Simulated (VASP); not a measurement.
# Bi (R-3m) in VASP: single point with r2SCAN

Aim: the single point of Bi with r2SCAN.

Program: VASP 6.6.1. These are calculated values, not measurements. Logs are shortened: lines on timing, memory, paths and dates and some standing lists are left out, and cuts for length are marked.

## 1. The cell of the first run

The structure is trigonal, space group R-3m (No. 166). Conventional cell: a = 8.405 Å, b = 8.405 Å, c = 21.500 Å, α = 90.00°, β = 90.00°, γ = 120.00°. Within 3.8 Å of Bi (site symmetry m) lie 6 Bi at 2.86 to 3.09 Å. Bi (site symmetry m) has 7 Bi at 3.05 to 3.44 Å within 4.0 Å.

## 2. Single point, r2SCAN

POSCAR

```
Bi
1.0
    4.2023704902      2.4262397338      7.1667317192
   -4.2023704902      2.4262397338      7.1667317192
    0.0000000000     -4.8524794674      7.1667317192
Bi
12
Direct
    0.0101900000      0.6536100000      0.0101900000
    0.0101900000      0.0101900000      0.6536100000
    0.6536100000      0.0101900000      0.0101900000
    0.9898100000      0.3463900000      0.9898100000
    0.3463900000      0.9898100000      0.9898100000
    0.9898100000      0.9898100000      0.3463900000
    0.2211800000      0.6306000000      0.2211800000
    0.2211800000      0.2211800000      0.6306000000
    0.6306000000      0.2211800000      0.2211800000
    0.7788200000      0.3694000000      0.7788200000
    0.3694000000      0.7788200000      0.7788200000
    0.7788200000      0.7788200000      0.3694000000
```

INCAR.step1

```
SYSTEM = Bi
  PREC = Accurate
  ENCUT = 520
  ISMEAR = 0
  SIGMA = 0.1
  LREAL = .FALSE.
  LASPH = .TRUE.
  NELM = 80
  NBANDS = 102
  GGA = PE
  ALGO = Normal
  EDIFF = 1E-4
  LWAVE = .TRUE.
  LCHARG = .FALSE.
```

INCAR.step2

```
SYSTEM = Bi
  PREC = Accurate
  ENCUT = 520
  EDIFF = 1E-6
  ISMEAR = 0
  SIGMA = 0.1
  LREAL = .FALSE.
  LASPH = .TRUE.
  NELM = 80
  ALGO = Normal
  ISIF = 2
  LWAVE = .FALSE.
  LCHARG = .FALSE.
  METAGGA = R2SCAN
  LMIXTAU = .TRUE.
  NBANDS = 102
  ISTART = 1
```

KPOINTS

```
Automatic mesh
0
G
  3 3 3
  0 0 0
```

Potentials or basis: VASP PAW PBE potentials, release 64 (Bi_d).

Run with:

```console
$ cat potpaw_PBE.64/Bi_d/POTCAR > POTCAR
$ cp INCAR.step1 INCAR
$ mpirun -np 1 vasp_std > vasp.out
$ cp INCAR.step2 INCAR
$ mpirun -np 1 vasp_std > vasp.out
```

OUTCAR:

```text
SYSTEM = Bi
   PREC = Accurate
   ENCUT = 520
   EDIFF = 1E-6
   ISMEAR = 0
   LREAL = .FALSE.
   LASPH = .TRUE.
   NELM = 80
   ISIF = 2
   METAGGA = R2SCAN
   ISTART = 1

 ion  position               nearest neighbor table
   1  0.010  0.654  0.010-   4 2.86   2 3.00   3 3.00   7 3.08  12 3.09  11 3.09
   2  0.010  0.010  0.654-   6 2.86   3 3.00   1 3.00   8 3.08  10 3.09  11 3.09
   3  0.654  0.010  0.010-   5 2.86   2 3.00   1 3.00   9 3.08  12 3.09  10 3.09
   4  0.990  0.346  0.990-   1 2.86   6 3.00   5 3.00  10 3.08   8 3.09   9 3.09
   5  0.346  0.990  0.990-   3 2.86   6 3.00   4 3.00  11 3.08   8 3.09   7 3.09
   6  0.990  0.990  0.346-   2 2.86   4 3.00   5 3.00  12 3.08   9 3.09   7 3.09
   7  0.221  0.631  0.221-  11 3.05  12 3.05   1 3.08   6 3.09   5 3.09   8 3.44   9 3.44
   8  0.221  0.221  0.631-  10 3.05  11 3.05   2 3.08   4 3.09   5 3.09   7 3.44   9 3.44
   9  0.631  0.221  0.221-  10 3.05  12 3.05   3 3.08   6 3.09   4 3.09   8 3.44   7 3.44
  10  0.779  0.369  0.779-   9 3.05   8 3.05   4 3.08   2 3.09   3 3.09  12 3.44  11 3.44
  11  0.369  0.779  0.779-   7 3.05   8 3.05   5 3.08   2 3.09   1 3.09  12 3.44  10 3.44
  12  0.779  0.779  0.369-   7 3.05   9 3.05   6 3.08   3 3.09   1 3.09  10 3.44  11 3.44

  LATTYP: Found a trigonal (rhomboedric) cell.
 ALAT       =     8.6549754776
 COS(alpha) =     0.5284942553

  Lattice vectors:

 A1 = (   4.2023704902,   2.4262397338,   7.1667317192)
 A2 = (  -4.2023704902,   2.4262397338,   7.1667317192)
 A3 = (   0.0000000000,  -4.8524794674,   7.1667317192)

Analysis of symmetry for initial positions (statically):
=====================================================================
 Subroutine PRICEL returns:
 Original cell was already a primitive cell.

 Routine SETGRP: Setting up the symmetry group for a
 trigonal (rhombohedral) supercell.

 Subroutine GETGRP returns: Found 12 space group operations
 (whereof 12 operations were pure point group operations)
 out of a pool of 12 trial point group operations.

The static configuration has the point symmetry D_3d.

Analysis of symmetry for dynamics (positions and initial velocities):
=====================================================================
 Subroutine PRICEL returns:
 Original cell was already a primitive cell.

 Routine SETGRP: Setting up the symmetry group for a
 trigonal (rhombohedral) supercell.

 Subroutine GETGRP returns: Found 12 space group operations
 (whereof 12 operations were pure point group operations)
 out of a pool of 12 trial point group operations.

The dynamic configuration has the point symmetry D_3d.

 Subroutine INISYM returns: Found 12 space group operations
 (whereof 12 operations are pure point group operations),
 and found     1 'primitive' translations

----------------------------------------------------------------------------------------

                                     Primitive cell

  volume of cell :     438.4302

  direct lattice vectors                    reciprocal lattice vectors
     4.202370490  2.426239734  7.166731719     0.118980466  0.068693404  0.046511206
    -4.202370490  2.426239734  7.166731719    -0.118980466  0.068693404  0.046511206
     0.000000000 -4.852479467  7.166731719     0.000000000 -0.137386808  0.046511206

  length of vectors
     8.654975478  8.654975478  8.654975478     0.145046294  0.145046294  0.145046294

  position of ions in fractional coordinates (direct lattice)
     0.010190000  0.653610000  0.010190000
     0.010190000  0.010190000  0.653610000
     0.653610000  0.010190000  0.010190000
     0.989810000  0.346390000  0.989810000
     0.346390000  0.989810000  0.989810000
     0.989810000  0.989810000  0.346390000
     0.221180000  0.630600000  0.221180000
     0.221180000  0.221180000  0.630600000
     0.630600000  0.221180000  0.221180000
     0.778820000  0.369400000  0.778820000
     0.369400000  0.778820000  0.778820000
     0.778820000  0.778820000  0.369400000

  ion indices of the primitive-cell ions
   primitive index   ion index
                 1           1
                 2           2
                 3           3
                 4           4
                 5           5
                 6           6
                 7           7
                 8           8
                 9           9
                10          10
                11          11
                12          12

----------------------------------------------------------------------------------------

 KPOINTS: Automatic mesh

Automatic generation of k-mesh.
 Grid dimensions read from file:
 generate k-points for:    3    3    3

 Generating k-lattice:

  Cartesian coordinates                     Fractional coordinates (reciprocal lattice)
     0.039660155  0.022897801  0.015503735     0.333333333  0.000000000  0.000000000
    -0.039660155  0.022897801  0.015503735     0.000000000  0.333333333  0.000000000
     0.000000000 -0.045795603  0.015503735     0.000000000  0.000000000  0.333333333

  Length of vectors
     0.048348765  0.048348765  0.048348765

  Shift w.r.t. Gamma in fractional coordinates (k-lattice)
     0.000000000  0.000000000  0.000000000

 Subroutine IBZKPT returns following result:
 ===========================================

 Found      6 irreducible k-points:

 Following reciprocal coordinates:
            Coordinates               Weight
  0.000000  0.000000  0.000000      1.000000
  0.333333 -0.000000 -0.000000      6.000000
  0.333333  0.333333 -0.000000      6.000000
 -0.333333  0.333333  0.000000      6.000000
  0.333333  0.333333  0.333333      2.000000
 -0.333333  0.333333  0.333333      6.000000
   k-points           NKPTS =      6   k-points in BZ     NKDIM =      6   number of bands    NBANDS=    102
   number of dos      NEDOS =    301   number of ions     NIONS =     12
   total plane-waves  NPLWV = 262144
   dimension x,y,z NGX =    64 NGY =   64 NGZ =   64
   dimension x,y,z NGXF=   128 NGYF=  128 NGZF=  128
   ions per type =              12
   NGX,Y,Z   is equivalent  to a cutoff of  12.29, 12.29, 12.29 a.u.
   NGXF,Y,Z  is equivalent  to a cutoff of  24.59, 24.59, 24.59 a.u.
 SYSTEM =  Bi
   PREC   = accura    normal or accurate (medium, high low for compatibility)
   ISTART =      1    job   : 0-new  1-cont  2-samecut
   ICHARG =      0    charge: 1-file 2-atom 10-const
   ISPIN  =      1    spin polarized calculation?
   LNONCOLLINEAR =      F non collinear calculations
   LSORBIT =      F    spin-orbit coupling
   LASPH  =      T    aspherical Exc in radial PAW
   ENCUT  =  520.0 eV  38.22 Ry    6.18 a.u.  16.09 16.09 16.09*2*pi/ulx,y,z
   NELM   =     80;   NELMIN=  2; NELMDL=  0     # of ELM steps
   EDIFF  = 0.1E-05   stopping-criterion for ELM
   LREAL  =      F    real-space projection
[... 7 lines left out ...]
   TEBEG  =    0.0;   TEEND  =   0.0 temperature during run
   PSTRESS=    0.0 pullay stress
   NELECT =     180.0000    total number of electrons
   NUPDOWN=      -1.0000    fix difference up-down
   EMIN   =  10.00;   EMAX   =-10.00  energy-range for DOS
   EFERMI =   0.00;   METHOD = LEGACY
   ISMEAR =     0;   SIGMA  =   0.10  broadening in eV -4-tet -1-fermi 0-gaus
   EFERMI_NEDOS =   21; number of points for ismear=-14 and -15
   IALGO  =     38    algorithm
   IMIX   =      4    mixing-type and parameters
     AMIX     =   0.40;   BMIX     =  1.00
     AMIX_MAG =   1.60;   BMIX_MAG =  1.00
  volume/ion in A,a.u.               =      36.54       246.56
  Fermi-wavevector in a.u.,A,eV,Ry     =   1.216743  2.299311 20.142929  1.480463
  Thomas-Fermi vector in A             =   2.352087
   LORBIT       =      0    0 simple, 1 ext, 2 COOP (PROOUT), +10 PAW based schemes
   METAGGA = R2SCAN    functional components
   LHFCALC =     F    Hartree Fock is set to
   AEXX    =    0.0000 exact exchange contribution
   IVDW    =     0    specifies the selected vdW correction
   LEPSILON=     F    determine dielectric tensor
   LRPA    =     F    only Hartree local field effects (RPA)
 non-spin polarized calculation
 Gauss-broadening in eV      SIGMA  =   0.10
  energy-cutoff  :      520.00
  volume of cell :      438.43
 maximum number of plane-waves:     11819
   NGX = 33   NGY = 33   NGZ = 33

 number of electron     179.9999987 magnetization

 Free energy of the ion-electron system (eV)
  ---------------------------------------------------
  ext. energy  EPLUGINS =         0.00000000
  ---------------------------------------------------
  free energy    TOTEN  =      -693.29131482 eV

  energy without entropy =     -693.26134160  energy(sigma->0) =     -693.27632821

 E-fermi :   6.3573     XC(G=0):  -9.7429

 val. band max:        6.3222933532   @ k =   0.3333  -0.0000  -0.0000
 cond. band min:       6.3772158439   @ k =   0.3333  -0.0000  -0.0000
 fundamental gap:      0.0549224908
 Fermi energy:         6.3573437792

 k-point     1 :       0.0000    0.0000    0.0000
  band No.  band energies     occupation
      1     -18.1295      2.00000
      2     -18.0700      2.00000
      3     -18.0231      2.00000
      4     -18.0231      2.00000
      5     -18.0042      2.00000
      6     -18.0042      2.00000
[... 94 lines left out ...]
    101       7.9407      0.00000
    102       8.4089      0.00000

 k-point     2 :       0.3333   -0.0000   -0.0000
  band No.  band energies     occupation
      1     -18.1101      2.00000
      2     -18.0585      2.00000
      3     -18.0429      2.00000
      4     -18.0224      2.00000
      5     -17.9994      2.00000
      6     -17.9839      2.00000
[... 94 lines left out ...]
    101       8.9605      0.00000
    102       9.6120      0.00000

 k-point     3 :       0.3333    0.3333   -0.0000
  band No.  band energies     occupation
      1     -18.1072      2.00000
      2     -18.0526      2.00000
      3     -18.0380      2.00000
      4     -18.0287      2.00000
      5     -17.9977      2.00000
      6     -17.9781      2.00000
[... 94 lines left out ...]
    101       9.0310      0.00000
    102       9.4532      0.00000

 k-point     4 :      -0.3333    0.3333    0.0000
  band No.  band energies     occupation
      1     -18.0831      2.00000
      2     -18.0786      2.00000
      3     -18.0264      2.00000
      4     -18.0228      2.00000
      5     -18.0094      2.00000
      6     -17.9709      2.00000
[... 94 lines left out ...]
    101       8.8669      0.00000
    102       9.0092      0.00000

 k-point     5 :       0.3333    0.3333    0.3333
  band No.  band energies     occupation
      1     -18.1219      2.00000
      2     -18.0534      2.00000
      3     -18.0290      2.00000
      4     -18.0290      2.00000
      5     -17.9861      2.00000
      6     -17.9861      2.00000
[... 94 lines left out ...]
    101       9.1216      0.00000
    102       9.1216      0.00000

 k-point     6 :      -0.3333    0.3333    0.3333
  band No.  band energies     occupation
      1     -18.1026      2.00000
      2     -18.0548      2.00000
      3     -18.0336      2.00000
      4     -18.0282      2.00000
      5     -17.9895      2.00000
      6     -17.9623      2.00000
[... 94 lines left out ...]
    101       8.8767      0.00000
    102       9.0195      0.00000

------------------------ aborting loop because EDIFF is reached ----------------------------------------

  FORCE on cell =-STRESS in cart. coord.  units (eV):
  Direction    XX          YY          ZZ          XY          YZ          ZX
  --------------------------------------------------------------------------------------
  -------------------------------------------------------------------------------------
  Total       30.1322074     30.1322074     39.0009296      0.0000000      0.0000000      0.0000000
  in kB      110.1136312    110.1136312    142.5230455      0.0000000      0.0000000      0.0000000
  external PRESSURE =     120.9167693 kB  Pullay stress =       0.0000000 kB

 VOLUME and BASIS-vectors are now :
 -----------------------------------------------------------------------------
  energy-cutoff  :      520.00
  volume of cell :      438.43
      direct lattice vectors                 reciprocal lattice vectors
     4.202370490  2.426239734  7.166731719     0.118980466  0.068693404  0.046511206
    -4.202370490  2.426239734  7.166731719    -0.118980466  0.068693404  0.046511206
     0.000000000 -4.852479467  7.166731719     0.000000000 -0.137386808  0.046511206

 POSITION                                       TOTAL-FORCE (eV/Angst)
 -----------------------------------------------------------------------------------
     -2.70389      1.56109      4.83031         1.019802     -0.588783     -0.366196
      0.00000     -3.12218      4.83031         0.000000      1.177566     -0.366196
      2.70389      1.56109      4.83031        -1.019802     -0.588783     -0.366196
      2.70389     -1.56109     16.66989        -1.019802      0.588783      0.366196
     -2.70389     -1.56109     16.66989         1.019802      0.588783      0.366196
      0.00000      3.12218     16.66989         0.000000     -1.177566      0.366196
     -1.72053      0.99335      7.68962         1.841076     -1.062946      0.551467
      0.00000     -1.98670      7.68962         0.000000      2.125892      0.551467
      1.72053      0.99335      7.68962        -1.841076     -1.062946      0.551467
      1.72053     -0.99335     13.81058        -1.841076      1.062946     -0.551467
     -1.72053     -0.99335     13.81058         1.841076      1.062946     -0.551467
      0.00000      1.98670     13.81058         0.000000     -2.125892     -0.551467
 -----------------------------------------------------------------------------------
    total drift:                                0.000000      0.000000     -0.000000

  FREE ENERGIE OF THE ION-ELECTRON SYSTEM (eV)
  ---------------------------------------------------
  free  energy   TOTEN  =      -693.2913148233 eV

  energy  without entropy=     -693.2613415961  energy(sigma->0) =     -693.27632821
```

Run time: 13 min. Hardware: 1 thread of Intel Xeon 6975P-C (Granite Rapids), shared host; peak memory 0.7 GiB.

What came out:

- Free energy: -693.2913 eV
- Pressure: 12.1 GPa
- Largest force: 2.196 eV/Å
- Band gap on the k mesh: zero (bands 90 and 91 overlap by 0.56 eV)

Forces on the atoms (eV/Å):
```
Bi   1.020 -0.589 -0.366
Bi   0.000  1.178 -0.366
Bi  -1.020 -0.589 -0.366
Bi  -1.020  0.589  0.366
Bi   1.020  0.589  0.366
Bi   0.000 -1.178  0.366
Bi   1.841 -1.063  0.551
Bi   0.000  2.126  0.551
Bi  -1.841 -1.063  0.551
Bi  -1.841  1.063 -0.551
Bi   1.841  1.063 -0.551
Bi   0.000 -2.126 -0.551
```

Stress tensor (GPa, compression positive):
```
11.01  0.00  0.00
 0.00 11.01  0.00
 0.00  0.00 14.25
```

Caveat: the cell stands under pressure; the PAW data sets were made with another functional, which shifts forces and pressure a little; spin-orbit coupling is left out, which moves the levels of the heavy elements.

The gap in the log of VASP goes by the Fermi energy; the results here count the filled bands.